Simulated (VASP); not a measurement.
## HfC: single point with PBEsol

The system is HfC.

```
Hf C
1.0
     3.16990    0.00000    0.00000
    -1.58495    2.74522    0.00000
     0.00000    0.00000    5.46366
Hf C
2 2
Direct
  0.66667 0.33333 0.75000
  0.33333 0.66667 0.25000
  0.00000 0.00000 0.00000
  0.00000 0.00000 0.50000
```

```
Program                : VASP 6.6.1
Task                   : single point
Functional             : PBEsol
Potentials or basis    : VASP PAW PBE potentials, release 64 (Hf_pv, C)
Cutoff                 : 600 eV
k mesh                 : 6 × 6 × 4
Occupations            : gaussian, width 0.1 eV
Spin                   : no spin polarisation
Dipole correction      : no
Further INCAR settings : ALGO = Normal; EDIFF = 1e-06; NBANDS = 22
```

The pressure is 6.9 GPa and the band gap on the k mesh is zero (band 14 reaches 6.98 eV, above the bottom of band 15 at 6.37 eV).

Stress tensor (GPa, compression positive):
```
 15.87   0.00   0.00
  0.00  15.87   0.00
  0.00   0.00 -11.15
```

Levels at points of the mesh, in eV from the Fermi level:
```
           k point  band 12  band 13  band 14  band 15  band 16  band 17
(0.00, 0.00, 0.00)    -0.59    -0.59     0.58     1.69     1.76     1.76
(0.50, 0.00, 0.00)    -3.03    -1.55    -0.23     0.77     4.12     5.32
(0.00, 0.00, 0.50)    -1.90    -1.90    -1.90     4.22     4.22     4.22
(0.50, 0.00, 0.50)    -3.37    -1.85    -1.85     1.54     1.54     6.02
```

It took 14 s on 1 thread of Intel(R) Xeon(R) 6975P-C (Granite Rapids) (shared host), peak memory 0.19 GiB.

Caveat: the k points lie up to 0.38 Å⁻¹ apart; the PAW data sets were made with another functional, which shifts forces and pressure a little; spin-orbit coupling is left out, which moves the levels of the heavy elements.
